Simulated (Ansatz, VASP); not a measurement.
Ca: VASP beside Ansatz

```xyz
2
Lattice="3.9077 0.0000 0.0000 -1.9538 3.3841 0.0000 0.0000 0.0000 6.4166" Properties=species:S:1:pos:R:3 pbc="T T T"
Ca    0.0000    2.2561    1.6041
Ca    1.9538    1.1280    4.8124
```

Alike in both runs: task single point; functional revPBE; k mesh 10 × 10 × 6; occupations fermi-dirac, width 0.1 eV; no spin polarisation.

|  | VASP | Ansatz |
| --- | --- | --- |
| version | VASP 6.6.1 | Ansatz 0.2.0 |
| potentials or method | VASP PAW PBE potentials, release 64 (Ca_sv), cutoff 520 eV | plane waves (420 eV) with PAW, scalar-relativistic |
| valence electrons in the cell | 20 | 20 |

```csv
,VASP,Ansatz,Ansatz less VASP
pressure (GPa),0.7,0.7,-0.01
```

VASP's potentials were made for PBE, not for revPBE.
